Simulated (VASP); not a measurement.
# GaAs (F-43m) in VASP: further runs

The runs below take GaAs through single point, relaxation of cell and atoms, with HF, r2SCAN50.

Everything below comes from runs of VASP 6.6.1. Logs are shortened: lines on timing, memory, paths and dates and some standing lists are left out, and cuts for length are marked.

### Step 1. The cell of the first run

Symmetry: F-43m, No. 216, cubic system. The conventional cell has a = 5.762 Å, b = 5.762 Å, c = 5.762 Å, α = 90.00°, β = 90.00°, γ = 90.00°. Within 3.3 Å of As (site symmetry -43m) lie 4 Ga at 2.49 Å. Within 3.3 Å of Ga (site symmetry -43m) lie 4 As at 2.49 Å.

### Step 2. Single point, HF

POSCAR reads:

```
GaAs
1.0
    0.0000000000      2.8809589075      2.8809589075
    2.8809589075      0.0000000000      2.8809589075
    2.8809589075      2.8809589075      0.0000000000
As Ga
1 1
Direct
    0.7500000000      0.7500000000      0.7500000000
    0.0000000000      0.0000000000      0.0000000000
```

INCAR.step1 reads:

```
SYSTEM = GaAs
  PREC = Accurate
  ENCUT = 520
  EDIFF = 1E-5
  ISMEAR = -1
  SIGMA = 0.05
  LREAL = .FALSE.
  LASPH = .TRUE.
  NELM = 60
  ALGO = Normal
  ISIF = 2
  LWAVE = .TRUE.
  LCHARG = .FALSE.
  GGA = PE
  NBANDS = 16
```

INCAR.step2 reads:

```
SYSTEM = GaAs
  PREC = Accurate
  ENCUT = 520
  EDIFF = 1E-7
  ISMEAR = -1
  SIGMA = 0.05
  LREAL = .FALSE.
  LASPH = .TRUE.
  NELM = 60
  ALGO = Normal
  ISIF = 2
  LWAVE = .FALSE.
  LCHARG = .FALSE.
  GGA = PE
  LHFCALC = .TRUE.
  AEXX = 1.0
  ALDAC = 0.0
  AGGAC = 0.0
  PRECFOCK = Normal
  ISTART = 1
  NBANDS = 16
```

KPOINTS reads:

```
regular mesh
0
G
  4 4 4
  0 0 0
```

Potentials or basis: VASP PAW PBE potentials, release 64 (As, Ga_d).

Launch:

```
$ cat potpaw_PBE.64/As/POTCAR potpaw_PBE.64/Ga_d/POTCAR > POTCAR
$ cp INCAR.step1 INCAR
$ mpirun -np 1 vasp_std > vasp.out
$ cp INCAR.step2 INCAR
$ mpirun -np 1 vasp_std > vasp.out
```

OUTCAR:

```text
SYSTEM = GaAs
   PREC = Accurate
   ENCUT = 520
   EDIFF = 1E-7
   ISMEAR = -1
   LREAL = .FALSE.
   LASPH = .TRUE.
   NELM = 60
   ISIF = 2
   GGA = PE
   LHFCALC = .TRUE.
   AEXX = 1.0
   PRECFOCK = Normal
   ISTART = 1

 ion  position               nearest neighbor table
   1  0.750  0.750  0.750-   2 2.49   2 2.49   2 2.49   2 2.49
   2  0.000  0.000  0.000-   1 2.49   1 2.49   1 2.49   1 2.49

  LATTYP: Found a face centered cubic cell.
 ALAT       =     5.7619178150

  Lattice vectors:

 A1 = (   0.0000000000,   2.8809589075,   2.8809589075)
 A2 = (   2.8809589075,   0.0000000000,   2.8809589075)
 A3 = (   2.8809589075,   2.8809589075,   0.0000000000)

Analysis of symmetry for initial positions (statically):
=====================================================================
 Subroutine PRICEL returns:
 Original cell was already a primitive cell.

 Routine SETGRP: Setting up the symmetry group for a
 face centered cubic supercell.

 Subroutine GETGRP returns: Found 24 space group operations
 (whereof 24 operations were pure point group operations)
 out of a pool of 48 trial point group operations.

The static configuration has the point symmetry T_d .

Analysis of symmetry for dynamics (positions and initial velocities):
=====================================================================
 Subroutine PRICEL returns:
 Original cell was already a primitive cell.

 Routine SETGRP: Setting up the symmetry group for a
 face centered cubic supercell.

 Subroutine GETGRP returns: Found 24 space group operations
 (whereof 24 operations were pure point group operations)
 out of a pool of 48 trial point group operations.

The dynamic configuration has the point symmetry T_d .

 Subroutine INISYM returns: Found 24 space group operations
 (whereof 24 operations are pure point group operations),
 and found     1 'primitive' translations

----------------------------------------------------------------------------------------

                                     Primitive cell

  volume of cell :      47.8235

  direct lattice vectors                    reciprocal lattice vectors
     0.000000000  2.880958908  2.880958908    -0.173553326  0.173553326  0.173553326
     2.880958908  0.000000000  2.880958908     0.173553326 -0.173553326  0.173553326
     2.880958908  2.880958908  0.000000000     0.173553326  0.173553326 -0.173553326

  length of vectors
     4.074291160  4.074291160  4.074291160     0.300603178  0.300603178  0.300603178

  position of ions in fractional coordinates (direct lattice)
     0.750000000  0.750000000  0.750000000
     0.000000000  0.000000000  0.000000000

  ion indices of the primitive-cell ions
   primitive index   ion index
                 1           1
                 2           2

----------------------------------------------------------------------------------------

 KPOINTS: regular mesh

Automatic generation of k-mesh.
 Grid dimensions read from file:
 generate k-points for:    4    4    4

 Generating k-lattice:

  Cartesian coordinates                     Fractional coordinates (reciprocal lattice)
    -0.043388331  0.043388331  0.043388331     0.250000000  0.000000000  0.000000000
     0.043388331 -0.043388331  0.043388331     0.000000000  0.250000000  0.000000000
     0.043388331  0.043388331 -0.043388331     0.000000000  0.000000000  0.250000000

  Length of vectors
     0.075150795  0.075150795  0.075150795

  Shift w.r.t. Gamma in fractional coordinates (k-lattice)
     0.000000000  0.000000000  0.000000000

 Subroutine IBZKPT returns following result:
 ===========================================

 Found      8 irreducible k-points:

 Following reciprocal coordinates:
            Coordinates               Weight
  0.000000  0.000000  0.000000      1.000000
  0.250000  0.000000  0.000000      8.000000
  0.500000  0.000000  0.000000      4.000000
  0.250000  0.250000  0.000000      6.000000
  0.500000  0.250000  0.000000     24.000000
 -0.250000  0.250000  0.000000     12.000000
  0.500000  0.500000  0.000000      3.000000
 -0.250000  0.500000  0.250000      6.000000
   k-points           NKPTS =      8   k-points in BZ     NKDIM =     64   number of bands    NBANDS=     16
   number of dos      NEDOS =    301   number of ions     NIONS =      2
   total plane-waves  NPLWV =  27000
   dimension x,y,z NGX =    30 NGY =   30 NGZ =   30
   dimension x,y,z NGXF=    60 NGYF=   60 NGZF=   60
   ions per type =               1   1
   NGX,Y,Z   is equivalent  to a cutoff of  12.24, 12.24, 12.24 a.u.
   NGXF,Y,Z  is equivalent  to a cutoff of  24.48, 24.48, 24.48 a.u.
 SYSTEM =  GaAs
   PREC   = accura    normal or accurate (medium, high low for compatibility)
   ISTART =      1    job   : 0-new  1-cont  2-samecut
   ICHARG =      0    charge: 1-file 2-atom 10-const
   ISPIN  =      1    spin polarized calculation?
   LNONCOLLINEAR =      F non collinear calculations
   LSORBIT =      F    spin-orbit coupling
   LASPH  =      T    aspherical Exc in radial PAW
   ENCUT  =  520.0 eV  38.22 Ry    6.18 a.u.   7.58  7.58  7.58*2*pi/ulx,y,z
   NELM   =     60;   NELMIN=  2; NELMDL=  0     # of ELM steps
   EDIFF  = 0.1E-06   stopping-criterion for ELM
   LREAL  =      F    real-space projection
   EDIFFG = 0.1E-05   stopping-criterion for IOM
   NSW    =      0    number of steps for IOM
   IBRION =     -1    ionic relax: 0-MD 1-quasi-New 2-CG
   NFREE  =      0    steps in history (QN), initial steepest desc. (CG)
   ISIF   =      2    stress and relaxation
   ISYM   =      3    0-nonsym 1-usesym 2-fastsym
   POTIM  = 0.5000    time-step for ionic-motion
   TEBEG  =    0.0;   TEEND  =   0.0 temperature during run
   PSTRESS=    0.0 pullay stress
   NELECT =      18.0000    total number of electrons
   NUPDOWN=      -1.0000    fix difference up-down
   EMIN   =  10.00;   EMAX   =-10.00  energy-range for DOS
   EFERMI =   0.00;   METHOD = LEGACY
   ISMEAR =    -1;   SIGMA  =   0.05  broadening in eV -4-tet -1-fermi 0-gaus
   EFERMI_NEDOS =   21; number of points for ismear=-14 and -15
   IALGO  =     38    algorithm
   IMIX   =      1    mixing-type and parameters
     AMIX     =   0.40;   BMIX     =  1.00
     AMIX_MAG =   1.60;   BMIX_MAG =  1.00
  volume/ion in A,a.u.               =      23.91       161.36
  Fermi-wavevector in a.u.,A,eV,Ry     =   1.182003  2.233662 19.009125  1.397131
  Thomas-Fermi vector in A             =   2.318266
   LORBIT       =      0    0 simple, 1 ext, 2 COOP (PROOUT), +10 PAW based schemes
   GGA     = PE    functional components
   LHFCALC =     T    Hartree Fock is set to
   PRECFOCK=normal    Normal, Fast or Accurate (Low or Medium for compatibility)
   ENCUT4O =  -1.0   cutoff for four orbital integrals eV
   NKREDX  =     1    reduce k-point grid by
   NKREDY  =     1    reduce k-point grid by
   NKREDZ  =     1    reduce k-point grid by
   AEXX    =    1.0000 exact exchange contribution
   HFSCREEN=    0.0000 screening length (either q_TF or 0.3 A-1)
   HFSCREENC=   0.0000 screening length for correlation (either q_TF or 0.3 A-1)
   ENCUTFOCK=  -1.0 apply spherical cutoff to Coloumb kernel
   IVDW    =     0    specifies the selected vdW correction
   LEPSILON=     F    determine dielectric tensor
   LRPA    =     F    only Hartree local field effects (RPA)
 non-spin polarized calculation
  energy-cutoff  :      520.00
  volume of cell :       47.82
 maximum number of plane-waves:      1308
  NGX = 24; NGY = 24; NGZ = 24

 number of electron      17.9999992 magnetization

 Free energy of the ion-electron system (eV)
  ---------------------------------------------------
  ext. energy  EPLUGINS =         0.00000000
  ---------------------------------------------------
  free energy    TOTEN  =       -16.36074805 eV

  energy without entropy =      -16.36074805  energy(sigma->0) =      -16.36074805

 E-fermi :   2.4015     XC(G=0):   0.0000

 val. band max:        1.3101756509   @ k =   0.0000   0.0000   0.0000
 cond. band min:       8.5746417183   @ k =   0.0000   0.0000   0.0000
 fundamental gap:      7.2644660675
 Fermi energy:         2.4014505490

 k-point     1 :       0.0000    0.0000    0.0000
  band No.  band energies     occupation
      1     -23.7090      2.00000
      2     -23.7090      2.00000
      3     -23.7090      2.00000
      4     -23.6212      2.00000
      5     -23.6212      2.00000
      6     -15.7254      2.00000
[... 8 lines left out ...]
     15      18.6157      0.00000
     16      18.6157      0.00000

 k-point     2 :       0.2500    0.0000    0.0000
  band No.  band energies     occupation
      1     -23.7181      2.00000
      2     -23.7019      2.00000
      3     -23.7019      2.00000
      4     -23.6215      2.00000
      5     -23.6215      2.00000
      6     -14.8595      2.00000
[... 8 lines left out ...]
     15      17.3713      0.00000
     16      17.3985      0.00000

 k-point     3 :       0.5000    0.0000    0.0000
  band No.  band energies     occupation
      1     -23.7275      2.00000
      2     -23.6956      2.00000
      3     -23.6956      2.00000
      4     -23.6212      2.00000
      5     -23.6212      2.00000
      6     -13.5294      2.00000
[... 8 lines left out ...]
     15      20.9631      0.00000
     16      20.9631      0.00000

 k-point     4 :       0.2500    0.2500    0.0000
  band No.  band energies     occupation
      1     -23.7293      2.00000
      2     -23.6946      2.00000
      3     -23.6946      2.00000
      4     -23.6265      2.00000
      5     -23.6184      2.00000
      6     -14.5542      2.00000
[... 8 lines left out ...]
     15      19.8154      0.00000
     16      20.3973      0.00000

 k-point     5 :       0.5000    0.2500    0.0000
  band No.  band energies     occupation
      1     -23.7367      2.00000
      2     -23.6888      2.00000
      3     -23.6875      2.00000
      4     -23.6272      2.00000
      5     -23.6187      2.00000
      6     -13.1474      2.00000
[... 8 lines left out ...]
     15      21.0209      0.00000
     16      21.5359      0.00000

 k-point     6 :      -0.2500    0.2500    0.0000
  band No.  band energies     occupation
      1     -23.7292      2.00000
      2     -23.6942      2.00000
      3     -23.6926      2.00000
      4     -23.6226      2.00000
      5     -23.6220      2.00000
      6     -13.6658      2.00000
[... 8 lines left out ...]
     15      19.4028      0.00000
     16      21.6802      0.00000

 k-point     7 :       0.5000    0.5000    0.0000
  band No.  band energies     occupation
      1     -23.7483      2.00000
      2     -23.6799      2.00000
      3     -23.6799      2.00000
      4     -23.6332      2.00000
      5     -23.6155      2.00000
      6     -12.5807      2.00000
[... 8 lines left out ...]
     15      22.1128      0.00000
     16      22.7515      0.00000

 k-point     8 :      -0.2500    0.5000    0.2500
  band No.  band energies     occupation
      1     -23.7395      2.00000
      2     -23.6895      2.00000
      3     -23.6806      2.00000
      4     -23.6278      2.00000
      5     -23.6195      2.00000
      6     -12.5277      2.00000
[... 8 lines left out ...]
     15      21.4816      0.00000
     16      22.3156      0.00000

------------------------ aborting loop because EDIFF is reached ----------------------------------------

  FORCE on cell =-STRESS in cart. coord.  units (eV):
  Direction    XX          YY          ZZ          XY          YZ          ZX
  --------------------------------------------------------------------------------------
  -------------------------------------------------------------------------------------
  Total       -0.4176981     -0.4176981     -0.4176981      0.0000000     -0.0000000      0.0000000
  in kB      -13.9936772    -13.9936772    -13.9936772      0.0000000     -0.0000000      0.0000000
  external PRESSURE =     -13.9936772 kB  Pullay stress =       0.0000000 kB

 VOLUME and BASIS-vectors are now :
 -----------------------------------------------------------------------------
  energy-cutoff  :      520.00
  volume of cell :       47.82
      direct lattice vectors                 reciprocal lattice vectors
     0.000000000  2.880958908  2.880958908    -0.173553326  0.173553326  0.173553326
     2.880958908  0.000000000  2.880958908     0.173553326 -0.173553326  0.173553326
     2.880958908  2.880958908  0.000000000     0.173553326  0.173553326 -0.173553326

 POSITION                                       TOTAL-FORCE (eV/Angst)
 -----------------------------------------------------------------------------------
      4.32144      4.32144      4.32144        -0.000000     -0.000000     -0.000000
      0.00000      0.00000      0.00000         0.000000      0.000000      0.000000
 -----------------------------------------------------------------------------------
    total drift:                                0.000004      0.000014      0.000006

  FREE ENERGIE OF THE ION-ELECTRON SYSTEM (eV)
  ---------------------------------------------------
  free  energy   TOTEN  =       -16.3607480533 eV

  energy  without entropy=      -16.3607480532  energy(sigma->0) =      -16.36074805
```

Run time: 8.9 min. Hardware: 1 thread of AMD EPYC 9R45 (Zen 5), shared host; peak memory 0.14 GiB.

Results:

```
Free energy            : -16.3607 eV
Pressure               : -1.4 GPa
Band gap on the k mesh : 7.26 eV
```

Levels at points of the mesh, in eV from the valence-band top:
```
           k point  band 6  band 7  band 8  band 9  band 10  band 11  band 12  band 13
(0.00, 0.00, 0.00)  -17.04    0.00    0.00    0.00     7.26    10.42    10.42    10.42
(0.50, 0.00, 0.00)  -14.84   -8.29   -1.34   -1.34     7.45    11.35    11.35    14.67
(0.50, 0.50, 0.00)  -13.89   -8.51   -3.23   -3.23     7.52     7.91    18.41    18.41
```

Caveat: the k points lie up to 0.47 Å⁻¹ apart; the PAW data sets were made with another functional, which shifts forces and pressure a little.

(Part 1 of 2 ends here.)
